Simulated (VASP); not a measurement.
# Cd3Ga2O (P-6m2) in VASP: a series of runs, part 2 of 2

VASP 6.6.1. The steps go on from the part before.

**6. Relaxation of cell and atoms, PBE**

This run uses another cell than the first one, of 18.82 Å³/atom.

File INCAR:

```
SYSTEM = Cd3Ga2O
PREC = Accurate
ENCUT = 600
EDIFF = 1E-7
ISMEAR = 0
SIGMA = 0.1
LREAL = .FALSE.
LASPH = .TRUE.
NELM = 100
ALGO = Normal
ISIF = 3
LWAVE = .FALSE.
LCHARG = .FALSE.
GGA = PE
IBRION = 2
NSW = 90
EDIFFG = -0.04
```

File KPOINTS:

```
regular mesh
0
G
  6 6 2
  0 0 0
```

File POSCAR:

```
Cd3Ga2O
1.0
    4.1163043200      0.0000000000      0.0000000000
   -2.0581521600      3.5648241100      0.0000000000
    0.0000000000      0.0000000000      7.6936687000
Cd Ga O
3 2 1
Direct
    0.0000000000      0.0000000000      0.5000000000
    0.3333333300      0.6666666700      0.0000000000
    0.3333333300      0.6666666700      0.5000000000
    0.6666666700      0.3333333300      0.2354539900
    0.6666666700      0.3333333300      0.7645460100
    0.0000000000      0.0000000000      0.0000000000
```

Potentials or basis: VASP PAW PBE potentials, release 64 (Cd, Ga_d, O).

On the command line:

```sh
cat potpaw_PBE.64/Cd/POTCAR potpaw_PBE.64/Ga_d/POTCAR potpaw_PBE.64/O/POTCAR > POTCAR
mpirun -np 1 vasp_std > vasp.out
```

Run time: 14 min. Hardware: 1 thread of Intel Xeon 6975P-C (Granite Rapids), shared host; peak memory 0.33 GiB.

It converged, with:

```
Free energy                           : -12.6957 eV
Relaxed volume                        : 19.03 Å³/atom
Relaxed cell                          : a = 4.833 Å, b = 4.833 Å, c = 5.644 Å, α = 90.00°, β = 90.00°, γ = 120.00°
Space group after relaxing (to 0.1 Å) : P-6m2 (No. 187)
Pressure after relaxing               : -0.2 GPa
Largest force after relaxing          : 0.036 eV/Å
Band gap on the k mesh                : zero (bands 34 and 35 overlap by 1.83 eV)
```

Forces on the atoms (eV/Å):
```
Cd   0.000  0.000  0.000
Cd   0.000  0.000  0.000
Cd   0.000  0.000  0.000
Ga   0.000  0.000  0.036
Ga   0.000  0.000 -0.036
O    0.000  0.000  0.000
```

Stress tensor (GPa, compression positive):
```
-0.14  0.00  0.00
 0.00 -0.14  0.00
 0.00  0.00 -0.25
```

Final structure:
```cif
data_structure
_symmetry_space_group_name_H-M 'P 1'
_symmetry_Int_Tables_number 1
_cell_length_a 4.8328
_cell_length_b 4.8328
_cell_length_c 5.6442
_cell_angle_alpha 90.000
_cell_angle_beta 90.000
_cell_angle_gamma 120.000
_cell_volume 114.17
loop_
_atom_site_label
_atom_site_type_symbol
_atom_site_fract_x
_atom_site_fract_y
_atom_site_fract_z
_atom_site_occupancy
Cd1 Cd 0.00000 0.00000 0.50000 1
Cd2 Cd 0.33333 0.66667 0.00000 1
Cd3 Cd 0.33333 0.66667 0.50000 1
Ga1 Ga 0.66667 0.33333 0.23603 1
Ga2 Ga 0.66667 0.33333 0.76397 1
O1 O 0.00000 0.00000 0.00000 1
```

Levels at points of the mesh, in eV from the Fermi level:
```
           k point  band 32  band 33  band 34  band 35  band 36  band 37
(0.00, 0.00, 0.00)    -0.90    -0.72     0.22     0.22     2.40     2.40
(0.50, 0.00, 0.00)    -2.35    -1.68    -0.25     0.16     0.42     1.64
(0.00, 0.00, 0.50)    -0.40     0.43     1.40     1.40     1.52     1.52
(0.50, 0.00, 0.50)    -1.53    -0.98    -0.34     0.47     2.26     2.59
```

Caveat: the k points lie up to 0.56 Å⁻¹ apart in the final cell, too coarse for converged energies and pressures of a metal; a cell axis changed by over 15 % at a fixed basis, so the end point is rough.

**7. Single point, PBE**

File INCAR:

```
PREC = Accurate ; ENCUT = 520
EDIFF = 1E-6 ; ISMEAR = 0
SIGMA = 0.1 ; LREAL = False
LASPH = True ; NELM = 80
ALGO = Normal ; ISIF = 2
LWAVE = False ; LCHARG = False
GGA = PE ; NBANDS = 43
```

File KPOINTS:

```
Automatic mesh
0
Gamma
  12 12 6
```

File POSCAR:

```
Cd3Ga2O
1.0
    4.7637163678      0.0000000000      0.0000000000
   -2.3818581839      4.1254993910      0.0000000000
    0.0000000000      0.0000000000      5.8684257000
Cd Ga O
3 2 1
Direct
    0.0000000000      0.0000000000      0.5000000000
    0.3333333333      0.6666666667      0.0000000000
    0.3333333333      0.6666666667      0.5000000000
    0.6666666667      0.3333333333      0.2331483209
    0.6666666667      0.3333333333      0.7668516791
    0.0000000000      0.0000000000      0.0000000000
```

On the command line:

```sh
cat potpaw_PBE.64/Cd/POTCAR potpaw_PBE.64/Ga_d/POTCAR potpaw_PBE.64/O/POTCAR > POTCAR
mpirun -np 1 vasp_std > vasp.out
```

Wall time 3.8 min (1 thread of Intel Xeon 6975P-C (Granite Rapids), shared host); peak memory 0.46 GiB.

Results (log left out):

```yaml
Free_energy: -12.5489 eV
Pressure: 0.3 GPa
Largest_force: 0.007 eV/Å
Band_gap_on_the_k_mesh: zero (bands 34 and 35 overlap by 1.80 eV)
```

Forces in eV/Å, atoms in the order of the input:
```
Cd   0.000  0.000  0.000
Cd   0.000  0.000  0.000
Cd   0.000  0.000  0.000
Ga   0.000  0.000  0.007
Ga   0.000  0.000 -0.007
O    0.000  0.000  0.000
```

Stress tensor (GPa, compression positive):
```
0.32 0.00 0.00
0.00 0.32 0.00
0.00 0.00 0.21
```

Levels at points of the mesh, in eV from the Fermi level:
```csv
k point,band 31,band 32,band 33,band 34,band 35,band 36,band 37,band 38
"(0.00, 0.00, 0.00)",-1.78,-0.88,-0.28,0.51,0.51,2.56,2.56,2.98
"(0.50, 0.00, 0.00)",-2.91,-2.37,-1.67,-0.23,0.13,0.60,1.53,3.48
"(0.00, 0.00, 0.50)",-1.29,-0.39,0.81,1.32,1.52,1.52,1.76,1.76
"(0.50, 0.00, 0.50)",-2.42,-1.37,-0.83,-0.38,0.32,2.33,2.51,3.15
```

**8. Summary**

| task | cell | k mesh | cutoff (eV) | gap on the mesh (eV) | pressure (GPa) | relaxed volume (Å³/atom) | largest force (eV/Å) |
| --- | --- | --- | --- | --- | --- | --- | --- |
| single point | a = 4.749, b = 4.749, c = 5.896 Å, angles 90.0, 90.0, 120.0°, 6 atoms, atomic positions A | 6 × 6 × 4 | 520 | none | 0.4 | - | 0.01 |
| single point | a = 4.116, b = 4.116, c = 7.694 Å, angles 90.0, 90.0, 120.0°, 6 atoms, atomic positions B | 6 × 6 × 2 | 520 | none | 13.4 | - | - |
| single point | a = 4.825, b = 4.825, c = 5.616 Å, angles 90.0, 90.0, 120.0°, 6 atoms, atomic positions B | 6 × 6 × 2 | 520 | none | 0.5 | - | - |
| relaxation of cell and atoms | relaxed from a = 4.825, b = 4.825, c = 5.616 Å, angles 90.0, 90.0, 120.0°, 6 atoms, atomic positions B | 6 × 6 × 4 | 600 | none | 0.1 | 19.25 | 0.01 |
| relaxation of cell and atoms | relaxed from a = 4.116, b = 4.116, c = 7.694 Å, angles 90.0, 90.0, 120.0°, 6 atoms, atomic positions B | 6 × 6 × 2 | 600 | none | -0.2 | 19.03 | 0.04 |
| single point | a = 4.764, b = 4.764, c = 5.868 Å, angles 90.0, 90.0, 120.0°, 6 atoms, atomic positions A | 12 × 12 × 6 | 520 | none | 0.3 | - | 0.01 |

Alike in all rows: level PBE; potentials or basis VASP PAW PBE potentials, release 64 (Cd, Ga_d, O); no spin polarisation; smearing gaussian 0.1 eV.

Caveats: some runs use coarse meshes; a cell axis changed by over 15 % at a fixed basis, so the end point is rough (at least some runs).

Total energies depend on the potentials used, so only differences within one code and one set of settings carry meaning.
